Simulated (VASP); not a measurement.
KI, 2 atoms in the cell. It takes space group P4/mmm (No. 123, tetragonal). The conventional cell has a = 3.948 Å, b = 3.948 Å, c = 4.463 Å, α = 90.00°, β = 90.00°, γ = 90.00°. K (site symmetry 4/mmm) has 8 I at 3.57 Å and 6 K at 3.95 to 4.46 Å within 4.7 Å. I (site symmetry 4/mmm) has 8 K at 3.57 Å and 6 I at 3.95 to 4.46 Å within 4.7 Å.  This cell differs from its parent crystal: strain -0.080 along x and y, +0.040 along z.

- Program: VASP 6.6.1
- Task: single point
- Functional: PBEsol
- Potentials or basis: VASP PAW PBE potentials, release 64 (K_sv, I)
- Cutoff: 520 eV
- k mesh: 6 × 6 × 6
- Occupations: gaussian, width 0.05 eV
- Spin: no spin polarisation
- Dipole correction: no
- Further INCAR settings: ALGO = Normal; EDIFF = 1e-07; NBANDS = 15

Potentials or basis: VASP PAW PBE potentials, release 64 (K_sv, I).

The run is started by

```console
$ cat potpaw_PBE.64/K_sv/POTCAR potpaw_PBE.64/I/POTCAR > POTCAR
$ mpirun -np 1 vasp_std > vasp.out
```

Hardware: 1 thread of AMD EPYC 9R45 (Zen 5), on a shared host.

Question: Estimate the wall time of this run.

Answer: Wall time 36 s on 1 thread of AMD EPYC 9R45 (Zen 5), on a shared host, peak memory 0.16 GiB. Counts: scf iterations 14, k points 40.
